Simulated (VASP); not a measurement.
# Ir (Fm-3m) in VASP: notebook, part 2 of 2

VASP 6.6.1. Earlier steps stand in the parts before.

### 4 Relaxation of cell and atoms, PBE

This run uses another cell than the first one, of 14.55 Å³/atom, 1.004 times its volume.

The input, INCAR:

```
PREC     = Accurate       # precision mode
ENCUT    = 600            # plane-wave cutoff, eV
EDIFF    = 1E-7           # SCF threshold, eV
ISMEAR   = 0              # smearing method
SIGMA    = 0.1            # smearing width, eV
LREAL    = False          # projectors in reciprocal space
LASPH    = True           # aspherical terms in the spheres
NELM     = 100            # most SCF steps
ALGO     = Normal         # electronic algorithm
ISIF     = 3              # what is computed and relaxed
LWAVE    = False          # write WAVECAR
LCHARG   = False          # write CHGCAR
GGA      = PE             # functional
IBRION   = 2              # ionic algorithm
NSW      = 100            # ionic steps
EDIFFG   = -0.005         # ionic threshold
```

The input, KPOINTS:

```
Automatic mesh
0
Gamma
  18 18 18
```

The input, POSCAR:

```
Ir
1.0
    0.0000000000      1.9377903888      1.9377903888
    1.9377903888      0.0000000000      1.9377903888
    1.9377903888      1.9377903888      0.0000000000
Ir
1
Direct
    0.0000000000      0.0000000000      0.0000000000
```

On the command line:

```console
> cat potpaw_PBE.64/Ir/POTCAR > POTCAR
> mpirun -np 1 vasp_std > vasp.out
```

Run time: 49 s. Hardware: 1 thread of Intel Xeon Platinum 8259CL at 2.50GHz (Skylake/Cascade Lake), shared host; peak memory 0.16 GiB.

It converged, with:

```yaml
Free_energy: -8.8540 eV
Relaxed_volume: 14.52 Å³/atom
Relaxed_cell: a = 2.738 Å, b = 2.738 Å, c = 2.738 Å, α = 60.00°, β = 60.00°, γ = 60.00°
Space_group_after_relaxing_to_0.05_Å: Fm-3m (No. 225)
Energy_gained_by_relaxing: 0.1 meV/atom
Ionic_steps: 3
Pressure_after_relaxing: 0.0 GPa
```

Final structure:
```cif
data_structure
_symmetry_space_group_name_H-M 'P 1'
_symmetry_Int_Tables_number 1
_cell_length_a 2.7384
_cell_length_b 2.7384
_cell_length_c 2.7384
_cell_angle_alpha 60.000
_cell_angle_beta 60.000
_cell_angle_gamma 60.000
_cell_volume 14.52
loop_
_atom_site_label
_atom_site_type_symbol
_atom_site_fract_x
_atom_site_fract_y
_atom_site_fract_z
_atom_site_occupancy
Ir1 Ir 0.00000 0.00000 0.00000 1
```

Levels at points of the mesh, in eV from the Fermi level:
| k point | band 1 | band 2 | band 3 | band 4 | band 5 | band 6 | band 7 | band 8 |
| --- | --- | --- | --- | --- | --- | --- | --- | --- |
| (0.00, 0.00, 0.00) | -10.87 | -3.76 | -3.76 | -3.76 | -1.19 | -1.19 | 14.34 | 19.78 |
| (0.50, 0.00, 0.00) | -7.86 | -3.86 | -3.86 | -0.72 | 0.82 | 0.82 | 6.97 | 13.88 |
| (0.50, 0.50, 0.00) | -7.65 | -7.09 | 0.79 | 1.37 | 1.37 | 1.67 | 10.13 | 11.56 |

Caveat: spin-orbit coupling is left out, which moves the levels of the heavy elements.

### 5 Single point, PBE

This run uses another cell than the first one, of 14.15 Å³/atom, 0.976 times its volume.

The input, INCAR:

```
PREC     = Accurate       # precision mode
ENCUT    = 500            # plane-wave cutoff, eV
EDIFF    = 1E-6           # SCF threshold, eV
ISMEAR   = 0              # smearing method
SIGMA    = 0.1            # smearing width, eV
LREAL    = False          # projectors in reciprocal space
LASPH    = True           # aspherical terms in the spheres
NELM     = 120            # most SCF steps
ALGO     = Normal         # electronic algorithm
ISIF     = 2              # what is computed and relaxed
LWAVE    = False          # write WAVECAR
LCHARG   = True           # write CHGCAR
GGA      = PE             # functional
LELF     = True           # ELF
LVHAR    = True         
NBANDS   = 10             # bands
GGA_COMPAT= False
```

The input, KPOINTS:

```
Automatic mesh
0
Gamma
  8 8 8
```

The input, POSCAR:

```
Ir
1.0
    0.0000000000      1.9197000000      1.9197000000
    1.9197000000      0.0000000000      1.9197000000
    1.9197000000      1.9197000000      0.0000000000
Ir
1
Direct
    0.0000000000      0.0000000000      0.0000000000
```

Potentials or basis: VASP PAW PBE potentials, release 64 (Ir).

On the command line:

```console
> cat potpaw_PBE.64/Ir/POTCAR > POTCAR
> mpirun -np 1 vasp_std > vasp.out
```

OUTCAR:

```text
PREC = Accurate
   ENCUT = 500
   EDIFF = 1E-6
   ISMEAR = 0
   LREAL = False
   LASPH = True
   NELM = 120
   ISIF = 2
   GGA = PE

 ion  position               nearest neighbor table
   1  0.000  0.000  0.000-

  LATTYP: Found a face centered cubic cell.
 ALAT       =     3.8394000000

  Lattice vectors:

 A1 = (   0.0000000000,   1.9197000000,   1.9197000000)
 A2 = (   1.9197000000,   0.0000000000,   1.9197000000)
 A3 = (   1.9197000000,   1.9197000000,   0.0000000000)

Analysis of symmetry for initial positions (statically):
=====================================================================
 Subroutine PRICEL returns:
 Original cell was already a primitive cell.

 Routine SETGRP: Setting up the symmetry group for a
 face centered cubic supercell.

 Subroutine GETGRP returns: Found 48 space group operations
 (whereof 48 operations were pure point group operations)
 out of a pool of 48 trial point group operations.

The static configuration has the point symmetry O_h .

Analysis of symmetry for dynamics (positions and initial velocities):
=====================================================================
 Subroutine PRICEL returns:
 Original cell was already a primitive cell.

 Routine SETGRP: Setting up the symmetry group for a
 face centered cubic supercell.

 Subroutine GETGRP returns: Found 48 space group operations
 (whereof 48 operations were pure point group operations)
 out of a pool of 48 trial point group operations.

The dynamic configuration has the point symmetry O_h .

 Subroutine INISYM returns: Found 48 space group operations
 (whereof 48 operations are pure point group operations),
 and found     1 'primitive' translations

----------------------------------------------------------------------------------------

                                     Primitive cell

[... 104 lines left out ...]
   EFERMI_NEDOS =   21; number of points for ismear=-14 and -15
   IALGO  =     38    algorithm
   IMIX   =      4    mixing-type and parameters
     AMIX     =   0.40;   BMIX     =  1.00
     AMIX_MAG =   1.60;   BMIX_MAG =  1.00
  volume/ion in A,a.u.               =      14.15        95.48
  Fermi-wavevector in a.u.,A,eV,Ry     =   1.407923  2.660589 26.970118  1.982248
  Thomas-Fermi vector in A             =   2.530133
   LORBIT       =      0    0 simple, 1 ext, 2 COOP (PROOUT), +10 PAW based schemes
   GGA     = PE    functional components
   LHFCALC =     F    Hartree Fock is set to
   AEXX    =    0.0000 exact exchange contribution
   IVDW    =     0    specifies the selected vdW correction
   LEPSILON=     F    determine dielectric tensor
   LRPA    =     F    only Hartree local field effects (RPA)
 non-spin polarized calculation
 Gauss-broadening in eV      SIGMA  =   0.10
  energy-cutoff  :      500.00
  volume of cell :       14.15
 maximum number of plane-waves:       370
   NGX =  9   NGY =  9   NGZ =  9

 number of electron       9.0000000 magnetization

 Free energy of the ion-electron system (eV)
  ---------------------------------------------------
  ext. energy  EPLUGINS =         0.00000000
  ---------------------------------------------------
  free energy    TOTEN  =        -8.76761308 eV

  energy without entropy =       -8.75904947  energy(sigma->0) =       -8.76333128

 E-fermi :  10.4599     XC(G=0): -13.9864

 val. band max:       10.4148799884   @ k =  -0.3750   0.1250   0.0000
 cond. band min:      10.4817096562   @ k =  -0.3750   0.2500   0.0000
 fundamental gap:      0.0668296678
 Fermi energy:        10.4598589060

 k-point     1 :       0.0000    0.0000    0.0000
  band No.  band energies     occupation
      1      -0.7142      2.00000
      2       6.5194      2.00000
      3       6.5194      2.00000
      4       6.5194      2.00000
      5       9.2192      2.00000
      6       9.2192      2.00000
      7      24.7136      0.00000
      8      30.3221      0.00000
      9      30.3221      0.00000
     10      30.3221      0.00000
[... 287 lines left out ...]
 k-point    24 :      -0.3750    0.2500    0.1250
  band No.  band energies     occupation
      1       3.7797      2.00000
      2       5.1760      2.00000
      3       6.7950      2.00000
      4       7.8289      2.00000
      5      10.9861      0.00000
      6      15.5779      0.00000
      7      17.0783      0.00000
      8      26.1495      0.00000
      9      26.3016      0.00000
     10      30.2215      0.00000

 [... further k-points ...]
[... 5 lines left out ...]
  --------------------------------------------------------------------------------------
  -------------------------------------------------------------------------------------
  Total        0.9717912      0.9717912      0.9717912      0.0000000     -0.0000000      0.0000000
  in kB      110.0407301    110.0407301    110.0407301      0.0000000     -0.0000000      0.0000000
  external PRESSURE =     110.0407301 kB  Pullay stress =       0.0000000 kB

 VOLUME and BASIS-vectors are now :
 -----------------------------------------------------------------------------
  energy-cutoff  :      500.00
  volume of cell :       14.15
      direct lattice vectors                 reciprocal lattice vectors
     0.000000000  1.919700000  1.919700000    -0.260457363  0.260457363  0.260457363
     1.919700000  0.000000000  1.919700000     0.260457363 -0.260457363  0.260457363
     1.919700000  1.919700000  0.000000000     0.260457363  0.260457363 -0.260457363

 POSITION                                       TOTAL-FORCE (eV/Angst)
 -----------------------------------------------------------------------------------
      0.00000      0.00000      0.00000        -0.000000     -0.000000      0.000000
 -----------------------------------------------------------------------------------
    total drift:                               -0.000000     -0.000000     -0.000000

  FREE ENERGIE OF THE ION-ELECTRON SYSTEM (eV)
  ---------------------------------------------------
  free  energy   TOTEN  =        -8.7676130816 eV

  energy  without entropy=       -8.7590494724  energy(sigma->0) =       -8.76333128
```

OSZICAR:

```text
N       E                     dE             d eps       ncg     rms          rms(c)
DAV:   1     0.455575730309E+02    0.45558E+02   -0.42942E+03   580   0.787E+02
DAV:   2    -0.847705718767E+01   -0.54035E+02   -0.51134E+02   590   0.192E+02
DAV:   3    -0.931248714915E+01   -0.83543E+00   -0.83370E+00   674   0.287E+01
DAV:   4    -0.932016884133E+01   -0.76817E-02   -0.76804E-02   650   0.264E+00
DAV:   5    -0.932031321673E+01   -0.14438E-03   -0.14437E-03   674   0.348E-01    0.154E+01
DAV:   6    -0.885939579865E+01    0.46092E+00   -0.78328E-01   640   0.109E+01    0.644E+00
DAV:   7    -0.877364058194E+01    0.85755E-01   -0.25785E-01   680   0.575E+00    0.154E+00
DAV:   8    -0.876933538418E+01    0.43052E-02   -0.24833E-03   638   0.575E-01    0.788E-01
DAV:   9    -0.876760538363E+01    0.17300E-02   -0.14139E-03   654   0.522E-01    0.150E-02
DAV:  10    -0.876761359541E+01   -0.82118E-05   -0.77370E-06   774   0.249E-02    0.208E-02
DAV:  11    -0.876761308155E+01    0.51386E-06   -0.45958E-07   354   0.935E-03
   1 F= -.87676131E+01 E0= -.87633313E+01  d E =-.856361E-02
```

stdout:

```text
POSCAR found type information on POSCAR Ir
 POSCAR found :  1 types and       1 ions
 scaLAPACK will be used
 LDA part: xc-table for (Slater+PW92), standard interpolation
 POSCAR, INCAR and KPOINTS ok, starting setup
 FFT: planning ... GRIDC
 FFT: planning ... GRID_SOFT
 FFT: planning ... GRID
 WAVECAR not read
 entering main loop
```

Wall time 6.5 s (1 thread of AMD EPYC 7R13 (Zen 3), shared host); peak memory 0.1 GiB.

Results:

| Item | Value |
| --- | --- |
| Free energy | -8.7676 eV |
| Pressure | 11.0 GPa |

Levels at points of the mesh, in eV from the Fermi level:
| k point | band 1 | band 2 | band 3 | band 4 | band 5 | band 6 | band 7 | band 8 |
| --- | --- | --- | --- | --- | --- | --- | --- | --- |
| (0.00, 0.00, 0.00) | -11.17 | -3.94 | -3.94 | -3.94 | -1.24 | -1.24 | 14.25 | 19.86 |
| (0.50, 0.00, 0.00) | -8.16 | -4.04 | -4.04 | -0.81 | 0.85 | 0.85 | 7.21 | 13.81 |
| (0.50, 0.50, 0.00) | -7.96 | -7.40 | 0.82 | 1.42 | 1.42 | 1.64 | 10.46 | 11.65 |

Caveat: spin-orbit coupling is left out, which moves the levels of the heavy elements.

### 6 Overview

| task | cell | k mesh | cutoff (eV) | gap on the mesh (eV) | pressure (GPa) |
| --- | --- | --- | --- | --- | --- |
| single point | a = 2.737 Å, angles 60.0°, 1 atom | 18 × 18 × 18 | 520 | none | 0.6 |
| relaxation of cell and atoms | relaxed from a = 2.740 Å, angles 60.0°, 1 atom | 18 × 18 × 18 | 600 | none | 0.0 |
| single point | a = 2.715 Å, angles 60.0°, 1 atom | 8 × 8 × 8 | 500 | none | 11.0 |

Alike in all rows: level PBE; potentials or basis VASP PAW PBE potentials, release 64 (Ir); no spin polarisation; smearing gaussian 0.1 eV.

Caveats: spin-orbit coupling is left out, which moves the levels of the heavy elements.

Absolute energies hang on the potentials; compare differences alone.
